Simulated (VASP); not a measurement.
A run of VASP 6.6.1 is set up as follows.

File POSCAR:

```
MgRh
1.0
    3.0783993733      0.0000000000      0.0000000000
    0.0000000000      3.0783993733      0.0000000000
    0.0000000000      0.0000000000      3.0783993733
Mg Rh
1 1
Direct
    0.0000000000      0.0000000000      0.0000000000
    0.5000000000      0.5000000000      0.5000000000
```

File INCAR.step1:

```
SYSTEM = MgRh
PREC = Accurate ; ENCUT = 520
ISMEAR = -1 ; SIGMA = 0.1
LREAL = .FALSE. ; LASPH = .TRUE.
NELM = 100 ; NBANDS = 16
GGA = PE ; ALGO = Normal
EDIFF = 1E-4 ; LWAVE = .TRUE.
LCHARG = .FALSE.
```

File INCAR.step2:

```
SYSTEM = MgRh
PREC = Accurate ; ENCUT = 520
EDIFF = 1E-7 ; ISMEAR = -1
SIGMA = 0.1 ; LREAL = .FALSE.
LASPH = .TRUE. ; NELM = 100
ALGO = Normal ; ISIF = 2
LWAVE = .FALSE. ; LCHARG = .FALSE.
METAGGA = R2SCAN ; LMIXTAU = .TRUE.
NBANDS = 16 ; ISTART = 1
```

File KPOINTS:

```
regular mesh
0
G
  7 7 7
  0 0 0
```

Potentials or basis: VASP PAW PBE potentials, release 64 (Mg, Rh_pv).

Run with:

```sh
$ cat potpaw_PBE.64/Mg/POTCAR potpaw_PBE.64/Rh_pv/POTCAR > POTCAR
$ cp INCAR.step1 INCAR
$ mpirun -np 1 vasp_std > vasp.out
$ cp INCAR.step2 INCAR
$ mpirun -np 1 vasp_std > vasp.out
```

Question: What does it give for the pressure?

Answer: 1.6 GPa.

Caveat: the PAW data sets were made with another functional, which shifts forces and pressure a little.
